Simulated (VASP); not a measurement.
Input of a VASP 6.6.1 run:

Contents of INCAR:

```
SYSTEM = Ta4C5
  PREC = Accurate
  ENCUT = 520
  EDIFF = 1E-7
  ISMEAR = 0
  SIGMA = 0.1
  LREAL = .FALSE.
  LASPH = .TRUE.
  NELM = 120
  ALGO = Normal
  ISIF = 2
  LWAVE = .FALSE.
  LCHARG = .FALSE.
  LDIPOL = .TRUE.
  IDIPOL = 3
  DIPOL = 0.5 0.5 0.481
  GGA = PS
  IBRION = 2
  NSW = 90
  EDIFFG = -0.03
  GGA_COMPAT = .FALSE.
  NELMIN = 4
  NELMDL = -8
```

KPOINTS

```
regular mesh
0
G
  9 9 1
  0 0 0
```

The input POSCAR:

```
Ta4C5
1.0
    3.1393032033      0.0000000000      0.0000000000
    0.0000000000      3.1393032033      0.0000000000
    0.0000000000      0.0000000000     25.6594677497
Ta C
4 5
Selective dynamics
Direct
    0.5000000000      0.5000000000      0.3312617425  F F F
    0.0000000000      0.0000000000      0.4177726010  F F F
    0.5000000000      0.5000000000      0.5016718060  T T T
    0.0000000000      0.0000000000      0.5850288240  T T T
    0.0000000000      0.0000000000      0.3312617425  F F F
    0.5000000000      0.5000000000      0.4177726010  F F F
    0.0000000000      0.0000000000      0.5049817358  T T T
    0.5000000000      0.5000000000      0.5919529002  T T T
    0.5000000000      0.5000000000      0.6511902942  T T T
```

Potentials or basis: VASP PAW PBE potentials, release 64 (Ta_pv, C).

Command:

```console
$ cat potpaw_PBE.64/Ta_pv/POTCAR potpaw_PBE.64/C/POTCAR > POTCAR
$ mpirun -np 1 vasp_std > vasp.out
```

Problem. What does it give for the band gap on the k mesh?

Solution. Zero (bands 32 and 33 overlap by 2.41 eV).

Problem. Estimate the energy gained by relaxing.

Solution. 102.2 meV/atom.

Step by step:
```
step  energy change (eV)  largest force on free atoms (eV/Å)  pressure (GPa)
   1              0.0000                              3.5832           -2.76
   2             -0.1089                              7.1951           -0.93
   3             -0.3881                              1.5890           -2.21
   4             -0.5591                              0.8649           -2.63
   5             -0.6374                              1.2970           -2.72
   6             -0.7017                              1.6925           -2.57
   7             -0.7174                              2.0706           -2.38
   8             -0.8100                              1.2618           -2.74
   9             -0.8899                              1.1388           -3.23
  10             -0.8922                              1.2103           -3.30
  11             -0.8936                              1.0552           -3.87
  12             -0.9083                              0.3567           -3.61
  13             -0.9146                              0.2239           -3.59
  14             -0.9180                              0.1957           -3.55
  15             -0.9188                              0.2155           -3.50
  16             -0.9188                              0.1377           -3.51
  17             -0.9196                              0.0601           -3.55
  18             -0.9197                              0.0492           -3.56
  19             -0.9198                              0.0473           -3.55
  20             -0.9199                              0.0444           -3.52
  21             -0.9199                              0.0288           -3.49
```

Caveat: the PAW data sets were made with another functional, which shifts forces and pressure a little; spin-orbit coupling is left out, which moves the levels of the heavy elements.
